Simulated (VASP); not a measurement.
# Ga2GeO (P-6m2) in VASP: a series of runs

Ga2GeO is run at these levels: PBE; tasks: relaxation of cell and atoms, single point.

Everything below comes from runs of VASP 6.6.1. Logs are shortened: lines on timing, memory, paths and dates and some standing lists are left out, and cuts for length are marked.

### Step 1. The cell of the first run

It takes space group P-6m2 (No. 187, hexagonal). The conventional cell has a = 3.569 Å, b = 3.569 Å, c = 4.804 Å, α = 90.00°, β = 90.00°, γ = 120.00°. Within 3.1 Å of Ga (site symmetry 3m) lie 3 O at 2.38 Å and 3 Ge at 2.39 Å and 2 Ga at 2.40 to 2.41 Å. Within 3.2 Å of Ge (site symmetry -6m2) lie 6 Ga at 2.39 Å and 6 O at 3.16 Å. Within 3.1 Å of O (site symmetry -6m2) lie 6 Ga at 2.38 Å.

### Step 2. Relaxation of cell and atoms, PBE

INCAR

```
PREC = Accurate
ENCUT = 600
EDIFF = 1E-7
ISMEAR = 0
SIGMA = 0.1
LREAL = False
LASPH = True
NELM = 80
ALGO = Normal
ISIF = 3
LWAVE = False
LCHARG = False
GGA = PE
IBRION = 2
NSW = 90
EDIFFG = -0.04
```

KPOINTS

```
regular mesh
0
Gamma
  6 6 4
```

POSCAR

```
Ga2GeO
1.0
    3.5686943900      0.0000000000      0.0000000000
   -1.7843472000      3.0905800000      0.0000000000
    0.0000000000      0.0000000000      4.8036610000
Ga Ge O
2 1 1
Direct
    0.0000000000      0.0000000000      0.7504820200
    0.0000000000      0.0000000000      0.2495179800
    0.6666666700      0.3333333300      0.5000000000
    0.3333333300      0.6666666700      0.0000000000
```

Potentials or basis: VASP PAW PBE potentials, release 64 (Ga_d, Ge_d, O).

Run with:

```sh
$ cat potpaw_PBE.64/Ga_d/POTCAR potpaw_PBE.64/Ge_d/POTCAR potpaw_PBE.64/O/POTCAR > POTCAR
$ mpirun -np 1 vasp_std > vasp.out
```

OUTCAR:

```text
PREC = Accurate
   ENCUT = 600
   EDIFF = 1E-7
   ISMEAR = 0
   LREAL = False
   LASPH = True
   NELM = 80
   ISIF = 3
   GGA = PE
   IBRION = 2
   NSW = 90
   EDIFFG = -0.04

 ion  position               nearest neighbor table
   1  0.000  0.000  0.750-   4 2.38   4 2.38   4 2.38   3 2.39   3 2.39   3 2.39   2 2.40   2 2.41

   2  0.000  0.000  0.250-   4 2.38   4 2.38   4 2.38   3 2.39   3 2.39   3 2.39   1 2.40   1 2.41

   3  0.667  0.333  0.500-   1 2.39   2 2.39   1 2.39   2 2.39   1 2.39   2 2.39
   4  0.333  0.667  0.000-   1 2.38   2 2.38   1 2.38   2 2.38   1 2.38   2 2.38

  LATTYP: Found a hexagonal cell.
 ALAT       =     3.5686943900
 C/A-ratio  =     1.3460555808

  Lattice vectors:

 A1 = (   3.5686943900,   0.0000000000,   0.0000000000)
 A2 = (  -1.7843472000,   3.0905800000,   0.0000000000)
 A3 = (   0.0000000000,   0.0000000000,   4.8036610000)

Analysis of symmetry for initial positions (statically):
=====================================================================
 Subroutine PRICEL returns:
 Original cell was already a primitive cell.

 Routine SETGRP: Setting up the symmetry group for a
 hexagonal supercell.

 Subroutine GETGRP returns: Found 12 space group operations
 (whereof 12 operations were pure point group operations)
 out of a pool of 24 trial point group operations.

The static configuration has the point symmetry D_3h.

Analysis of symmetry for dynamics (positions and initial velocities):
=====================================================================
 Subroutine PRICEL returns:
 Original cell was already a primitive cell.

 Routine SETGRP: Setting up the symmetry group for a
 hexagonal supercell.

 Subroutine GETGRP returns: Found 12 space group operations
 (whereof 12 operations were pure point group operations)
 out of a pool of 24 trial point group operations.

The dynamic configuration has the point symmetry D_3h.

 Subroutine INISYM returns: Found 12 space group operations
 (whereof 12 operations are pure point group operations),
 and found     1 'primitive' translations

----------------------------------------------------------------------------------------

                                     Primitive cell

  volume of cell :      52.9812

  direct lattice vectors                    reciprocal lattice vectors
     3.568694390  0.000000000  0.000000000     0.280214524  0.161781931  0.000000000
    -1.784347200  3.090580000  0.000000000     0.000000000  0.323563862  0.000000000
     0.000000000  0.000000000  4.803661000     0.000000000  0.000000000  0.208174557

  length of vectors
     3.568694390  3.568694392  4.803661000     0.323563862  0.323563862  0.208174557

  position of ions in fractional coordinates (direct lattice)
     0.000000000  0.000000000  0.750482020
     0.000000000  0.000000000  0.249517980
     0.666666670  0.333333330  0.500000000
     0.333333330  0.666666670  0.000000000

  ion indices of the primitive-cell ions
   primitive index   ion index
                 1           1
                 2           2
                 3           3
                 4           4

----------------------------------------------------------------------------------------

 KPOINTS: regular mesh

Automatic generation of k-mesh.
 Grid dimensions read from file:
 generate k-points for:    6    6    4

 Generating k-lattice:

  Cartesian coordinates                     Fractional coordinates (reciprocal lattice)
     0.046702421  0.026963655  0.000000000     0.166666667  0.000000000  0.000000000
     0.000000000  0.053927310  0.000000000     0.000000000  0.166666667  0.000000000
     0.000000000  0.000000000  0.052043639     0.000000000  0.000000000  0.250000000

  Length of vectors
     0.053927310  0.053927310  0.052043639

  Shift w.r.t. Gamma in fractional coordinates (k-lattice)
     0.000000000  0.000000000  0.000000000

 Subroutine IBZKPT returns following result:
 ===========================================

 Found     21 irreducible k-points:

 Following reciprocal coordinates:
            Coordinates               Weight
  0.000000  0.000000  0.000000      1.000000
  0.166667  0.000000  0.000000      6.000000
  0.333333  0.000000  0.000000      6.000000
  0.500000  0.000000  0.000000      3.000000
  0.166667  0.166667  0.000000      6.000000
  0.333333  0.166667  0.000000     12.000000
[... 13 lines left out ...]
  0.333333  0.166667  0.500000     12.000000
  0.333333  0.333333  0.500000      2.000000
   k-points           NKPTS =     21   k-points in BZ     NKDIM =     21   number of bands    NBANDS=     27
   number of dos      NEDOS =    301   number of ions     NIONS =      4
   total plane-waves  NPLWV =  36000
   dimension x,y,z NGX =    30 NGY =   30 NGZ =   40
   dimension x,y,z NGXF=    60 NGYF=   60 NGZF=   80
   ions per type =               2   1   1
   NGX,Y,Z   is equivalent  to a cutoff of  13.98, 13.98, 13.84 a.u.
   NGXF,Y,Z  is equivalent  to a cutoff of  27.95, 27.95, 27.69 a.u.
 SYSTEM =  unknown system
   PREC   = accura    normal or accurate (medium, high low for compatibility)
   ISTART =      0    job   : 0-new  1-cont  2-samecut
   ICHARG =      2    charge: 1-file 2-atom 10-const
   ISPIN  =      1    spin polarized calculation?
   LNONCOLLINEAR =      F non collinear calculations
   LSORBIT =      F    spin-orbit coupling
   LASPH  =      T    aspherical Exc in radial PAW
   ENCUT  =  600.0 eV  44.10 Ry    6.64 a.u.   7.13  7.13  9.59*2*pi/ulx,y,z
   NELM   =     80;   NELMIN=  2; NELMDL= -5     # of ELM steps
   EDIFF  = 0.1E-06   stopping-criterion for ELM
   LREAL  =      F    real-space projection
   EDIFFG = -.4E-01   stopping-criterion for IOM
   NSW    =     90    number of steps for IOM
   IBRION =      2    ionic relax: 0-MD 1-quasi-New 2-CG
   NFREE  =      1    steps in history (QN), initial steepest desc. (CG)
   ISIF   =      3    stress and relaxation
   ISYM   =      2    0-nonsym 1-usesym 2-fastsym
   POTIM  = 0.5000    time-step for ionic-motion
   TEBEG  =    0.0;   TEEND  =   0.0 temperature during run
   PSTRESS=    0.0 pullay stress
   NELECT =      46.0000    total number of electrons
   NUPDOWN=      -1.0000    fix difference up-down
   EMIN   =  10.00;   EMAX   =-10.00  energy-range for DOS
   EFERMI =   0.00;   METHOD = LEGACY
   ISMEAR =     0;   SIGMA  =   0.10  broadening in eV -4-tet -1-fermi 0-gaus
   EFERMI_NEDOS =   21; number of points for ismear=-14 and -15
   IALGO  =     38    algorithm
   IMIX   =      4    mixing-type and parameters
     AMIX     =   0.40;   BMIX     =  1.00
     AMIX_MAG =   1.60;   BMIX_MAG =  1.00
  volume/ion in A,a.u.               =      13.25        89.38
  Fermi-wavevector in a.u.,A,eV,Ry     =   1.561781  2.951339 33.186796  2.439161
  Thomas-Fermi vector in A             =   2.664796
   LORBIT       =      0    0 simple, 1 ext, 2 COOP (PROOUT), +10 PAW based schemes
   GGA     = PE    functional components
   LHFCALC =     F    Hartree Fock is set to
   AEXX    =    0.0000 exact exchange contribution
   IVDW    =     0    specifies the selected vdW correction
   LEPSILON=     F    determine dielectric tensor
   LRPA    =     F    only Hartree local field effects (RPA)
 conjugate gradient relaxation of ions
 non-spin polarized calculation
 Gauss-broadening in eV      SIGMA  =   0.10
  energy-cutoff  :      600.00
  volume of cell :       52.98
 maximum number of plane-waves:      1809
 NGX is ok and might be reduce to    30
   NGX = 15   NGY = 15   NGZ = 19

--------------------------------------- Ionic step        1  -------------------------------------------

 number of electron      46.0000025 magnetization

 Free energy of the ion-electron system (eV)
  ---------------------------------------------------
  ext. energy  EPLUGINS =         0.00000000
  ---------------------------------------------------
  free energy    TOTEN  =       -13.81974792 eV

  energy without entropy =      -13.80228293  energy(sigma->0) =      -13.81101543

------------------------ aborting loop because EDIFF is reached ----------------------------------------

  FORCE on cell =-STRESS in cart. coord.  units (eV):
  Direction    XX          YY          ZZ          XY          YZ          ZX
  --------------------------------------------------------------------------------------
  -------------------------------------------------------------------------------------
  Total        7.0836295      7.0836295     16.0974775     -0.0000000      0.0000000      0.0000000
  in kB      214.2124549    214.2124549    486.7956734     -0.0000003      0.0000000      0.0000000
  external PRESSURE =     305.0735277 kB  Pullay stress =       0.0000000 kB
[... 95 lines left out ...]
  FREE ENERGIE OF THE ION-ELECTRON SYSTEM (eV)
  ---------------------------------------------------
  free  energy   TOTEN  =       -15.2774490067 eV

  energy  without entropy=      -15.2508466590  energy(sigma->0) =      -15.26414783

[... ionic steps 4 to 11 ...]

--------------------------------------- Ionic step       12  -------------------------------------------

 number of electron      45.9999953 magnetization

------------------------ aborting loop because EDIFF is reached ----------------------------------------

  FORCE on cell =-STRESS in cart. coord.  units (eV):
  Direction    XX          YY          ZZ          XY          YZ          ZX
  --------------------------------------------------------------------------------------
  -------------------------------------------------------------------------------------
  Total        0.2017810      0.2017810      0.2089952     -0.0000000     -0.0000000      0.0000000
  in kB        5.2731101      5.2731101      5.4616364     -0.0000000     -0.0000000      0.0000000
  external PRESSURE =       5.3359522 kB  Pullay stress =       0.0000000 kB
[... 61 lines left out ...]
  energy  without entropy=      -16.3351517119  energy(sigma->0) =      -16.33720293

--------------------------------------- Ionic step       14  -------------------------------------------

 number of electron      45.9999945 magnetization

 Free energy of the ion-electron system (eV)
  ---------------------------------------------------
  ext. energy  EPLUGINS =         0.00000000
  ---------------------------------------------------
  free energy    TOTEN  =       -16.34000763 eV

  energy without entropy =      -16.33593103  energy(sigma->0) =      -16.33796933

 E-fermi :   6.1655     XC(G=0): -11.3105

 val. band max:        6.0390485300   @ k =   0.3333   0.0000   0.0000
 cond. band min:       6.2182917488   @ k =   0.1667   0.1667   0.5000
 fundamental gap:      0.1792432188
 Fermi energy:         6.1654851035

 k-point     1 :       0.0000    0.0000    0.0000
  band No.  band energies     occupation
      1     -18.5340      2.00000
      2     -18.5340      2.00000
      3     -18.4657      2.00000
      4     -18.4655      2.00000
      5     -18.4655      2.00000
      6     -13.0801      2.00000
[... 650 lines left out ...]
  FREE ENERGIE OF THE ION-ELECTRON SYSTEM (eV)
  ---------------------------------------------------
  free  energy   TOTEN  =       -16.3400076275 eV

  energy  without entropy=      -16.3359310262  energy(sigma->0) =      -16.33796933

 reached required accuracy - stopping structural energy minimisation
```

It took 3.6 min on 1 thread of Intel Xeon 6975P-C (Granite Rapids), shared host; peak memory 0.21 GiB.

Results:

```yaml
Free_energy: -16.3400 eV
Relaxed_volume: 15.42 Å³/atom
Relaxed_cell: a = 3.272 Å, b = 3.272 Å, c = 6.653 Å, α = 90.00°, β = 90.00°, γ = 120.00°
Space_group_after_relaxing_to_0.05_Å: P-6m2 (No. 187)
Energy_gained_by_relaxing: 630.1 meV/atom
Ionic_steps: 14
Pressure_after_relaxing: 0.0 GPa
Largest_force_after_relaxing: 0.005 eV/Å
Band_gap_on_the_k_mesh: zero (band 23 reaches 10.17 eV, above the bottom of band 24 at 4.01 eV)
```

Forces in eV/Å, atoms in the order of the input:
```
Ga   0.000  0.000  0.005
Ga   0.000  0.000 -0.005
Ge   0.000  0.000  0.000
O    0.000  0.000  0.000
```

The path:
```
step  energy change (eV)  largest force (eV/Å)  pressure (GPa)  volume (Å³)
   1              0.0000                1.6536           30.51        52.98
   2             -1.3715                0.3045           -6.88        74.54
   3             -1.4577                0.3420           -2.20        68.50
   4             -1.4583                0.3410           -2.92        69.27
   5             -1.7581                0.5336           -2.58        67.82
   6             -2.3978                1.0217           -0.47        62.36
   7             -0.9103                1.7732           24.75        47.75
   8             -2.4719                0.7275            1.41        60.27
   9             -2.5041                0.1775           -0.27        61.62
  10             -2.5111                0.0884            0.11        61.23
  11             -2.5194                0.0070            0.45        61.30
  12             -2.5197                0.0098            0.53        61.31
  13             -2.5195                0.0209           -0.56        62.09
  14             -2.5203                0.0045            0.00        61.67
```

Final structure:
```
Ga Ge O
1.0
     3.27157    0.00000    0.00000
    -1.63578    2.83326    0.00000
     0.00000    0.00000    6.65280
Ga Ge O
2 1 1
Cartesian
  0.0000 0.0000 5.2763
  0.0000 0.0000 1.3765
  1.6358 0.9444 3.3264
  0.0000 1.8888 0.0000
```

Caveat: the volume moved by over 15 % at a fixed basis, so the end points are rough.

### Step 3. Single point, PBE

This run uses another cell than the first one, of 15.52 Å³/atom, 1.172 times its volume.

INCAR

```
SYSTEM = Ga2GeO
PREC = Accurate
ENCUT = 520
EDIFF = 1E-6
ISMEAR = 0
SIGMA = 0.1
LREAL = .FALSE.
LASPH = .TRUE.
NELM = 80
ALGO = Normal
ISIF = 2
LWAVE = .FALSE.
LCHARG = .FALSE.
GGA = PE
NBANDS = 31
```

KPOINTS

```
Automatic mesh
0
G
  18 18 8
  0 0 0
```

POSCAR

```
Ga2GeO
1.0
    2.9951773501      0.0000000000      0.0000000000
   -1.4975886751      2.5938996740      0.0000000000
    0.0000000000      0.0000000000      7.9927899546
Ga Ge O
2 1 1
Direct
    0.0000000000      0.0000000000      0.8149547912
    0.0000000000      0.0000000000      0.1850452088
    0.6666666667      0.3333333333      0.5000000000
    0.3333333333      0.6666666667      0.0000000000
```

Potentials or basis: VASP PAW PBE potentials, release 64 (Ga_d, Ge_d, O).

Run with:

```sh
$ cat potpaw_PBE.64/Ga_d/POTCAR potpaw_PBE.64/Ge_d/POTCAR potpaw_PBE.64/O/POTCAR > POTCAR
$ mpirun -np 1 vasp_std > vasp.out
```

OUTCAR:

```text
SYSTEM = Ga2GeO
   PREC = Accurate
   ENCUT = 520
   EDIFF = 1E-6
   ISMEAR = 0
   LREAL = .FALSE.
   LASPH = .TRUE.
   NELM = 80
   ISIF = 2
   GGA = PE

 ion  position               nearest neighbor table
   1  0.000  0.000  0.815-   4 2.28   4 2.28   4 2.28
   2  0.000  0.000  0.185-   4 2.28   4 2.28   4 2.28
   3  0.667  0.333  0.500-
   4  0.333  0.667  0.000-   1 2.28   2 2.28   1 2.28   2 2.28   1 2.28   2 2.28

  LATTYP: Found a hexagonal cell.
 ALAT       =     2.9951773501
 C/A-ratio  =     2.6685531507

  Lattice vectors:

 A1 = (   2.9951773501,   0.0000000000,   0.0000000000)
 A2 = (  -1.4975886751,   2.5938996740,   0.0000000000)
 A3 = (   0.0000000000,   0.0000000000,   7.9927899546)

Analysis of symmetry for initial positions (statically):
=====================================================================
 Subroutine PRICEL returns:
 Original cell was already a primitive cell.

 Routine SETGRP: Setting up the symmetry group for a
 hexagonal supercell.

[... 163 lines left out ...]
 Free energy of the ion-electron system (eV)
  ---------------------------------------------------
  ext. energy  EPLUGINS =         0.00000000
  ---------------------------------------------------
  free energy    TOTEN  =       -16.74279350 eV

  energy without entropy =      -16.73739920  energy(sigma->0) =      -16.74009635

 E-fermi :   6.2482     XC(G=0): -11.3151

 val. band max:        6.2402754647   @ k =   0.4444   0.1111   0.0000
 cond. band min:       6.2493385812   @ k =   0.3889   0.1111   0.2500
 fundamental gap:      0.0090631165
 Fermi energy:         6.2481628129

 k-point     1 :       0.0000    0.0000    0.0000
  band No.  band energies     occupation
      1     -18.6765      2.00000
      2     -18.6304      2.00000
      3     -18.6304      2.00000
      4     -18.6080      2.00000
      5     -18.6080      2.00000
      6     -13.6090      2.00000
[... 805 lines left out ...]
     30      13.1384      0.00000
     31      13.6150      0.00000

 [... further k-points ...]
[... 5 lines left out ...]
  --------------------------------------------------------------------------------------
  -------------------------------------------------------------------------------------
  Total        0.0528719      0.0528719      0.0970043     -0.0000000      0.0000000      0.0000000
  in kB        1.3641486      1.3641486      2.5028080     -0.0000000      0.0000000      0.0000000
  external PRESSURE =       1.7437018 kB  Pullay stress =       0.0000000 kB

 VOLUME and BASIS-vectors are now :
 -----------------------------------------------------------------------------
  energy-cutoff  :      520.00
  volume of cell :       62.10
      direct lattice vectors                 reciprocal lattice vectors
     2.995177350  0.000000000  0.000000000     0.333870046  0.192759961  0.000000000
    -1.497588675  2.593899674  0.000000000     0.000000000  0.385519922  0.000000000
     0.000000000  0.000000000  7.992789955     0.000000000  0.000000000  0.125112759

 POSITION                                       TOTAL-FORCE (eV/Angst)
 -----------------------------------------------------------------------------------
      0.00000      0.00000      6.51376        -0.000000      0.000000     -0.035287
      0.00000      0.00000      1.47903        -0.000000      0.000000      0.035287
      1.49759      0.86463      3.99639         0.000000      0.000000      0.000000
     -0.00000      1.72927      0.00000         0.000000     -0.000000      0.000000
 -----------------------------------------------------------------------------------
    total drift:                                0.000001     -0.000000      0.000000

  FREE ENERGIE OF THE ION-ELECTRON SYSTEM (eV)
  ---------------------------------------------------
  free  energy   TOTEN  =       -16.7427934979 eV

  energy  without entropy=      -16.7373991990  energy(sigma->0) =      -16.74009635
```

OSZICAR:

```text
N       E                     dE             d eps       ncg     rms          rms(c)
DAV:   1     0.384456250297E+03    0.38446E+03   -0.22160E+04 13566   0.340E+03
DAV:   2     0.505994119003E+02   -0.33386E+03   -0.31547E+03 11730   0.704E+02
DAV:   3    -0.151672785445E+02   -0.65767E+02   -0.64407E+02 13227   0.188E+02
DAV:   4    -0.182560101358E+02   -0.30887E+01   -0.30712E+01 13296   0.468E+01
DAV:   5    -0.183292503062E+02   -0.73240E-01   -0.73208E-01 13210   0.756E+00    0.758E+00
DAV:   6    -0.169861673085E+02    0.13431E+01   -0.84968E+00 18536   0.210E+01    0.420E+00
DAV:   7    -0.167576982675E+02    0.22847E+00   -0.11388E+00 15128   0.663E+00    0.160E+00
DAV:   8    -0.167492831758E+02    0.84151E-02   -0.19083E-01 11956   0.227E+00    0.628E-01
DAV:   9    -0.167427553820E+02    0.65278E-02   -0.16594E-02 19638   0.951E-01    0.111E-01
DAV:  10    -0.167427604943E+02   -0.51123E-05   -0.28318E-03 14860   0.502E-01    0.607E-02
DAV:  11    -0.167427953413E+02   -0.34847E-04   -0.39358E-04 14523   0.154E-01    0.120E-02
DAV:  12    -0.167427937141E+02    0.16272E-05   -0.50750E-05 13572   0.734E-02    0.431E-03
DAV:  13    -0.167427934979E+02    0.21613E-06   -0.47272E-06 13123   0.189E-02
   1 F= -.16742793E+02 E0= -.16740096E+02  d E =-.539430E-02
```

Run time: 1.7 min. Hardware: 1 thread of Intel Xeon 6975P-C (Granite Rapids), shared host; peak memory 0.43 GiB.

Results:

- Free energy: -16.7428 eV
- Pressure: 0.2 GPa
- Largest force: 0.035 eV/Å
- Band gap on the k mesh: zero (band 23 reaches 8.16 eV, above the bottom of band 24 at 4.57 eV)

Forces on the atoms (eV/Å):
```
Ga   0.000  0.000 -0.035
Ga   0.000  0.000  0.035
Ge   0.000  0.000  0.000
O    0.000  0.000  0.000
```
